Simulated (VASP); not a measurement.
Crystal: MgS.

```xyz
2
Lattice="0.0000 2.6015 2.6015 2.6015 0.0000 2.6015 2.6015 2.6015 0.0000" Properties=species:S:1:pos:R:3 pbc="T T T"
Mg    0.0000    0.0000    0.0000
S     2.6015    2.6015    2.6015
```

Base run:

```yaml
Program: VASP 6.6.1
Functional: HSE06
Potentials_or_basis: VASP PAW PBE potentials, release 64 (Mg, S)
Cutoff: 520 eV
k_mesh: 6 × 6 × 6
Occupations: gaussian, width 0.01 eV
Spin: no spin polarisation
```

Its results: band gap on the k mesh 3.75 eV (least direct gap 4.80 eV); pressure -0.7 GPa.

Q: The run is repeated on the same cell with these changes: functional from HSE06 to PBE0. What comes out?

A: Band gap on the k mesh 4.49 eV (least direct gap 5.51 eV); pressure -0.7 GPa.

Caveats: the PAW data sets were made with another functional, which shifts forces and pressure a little.

A k mesh can miss the band edges.
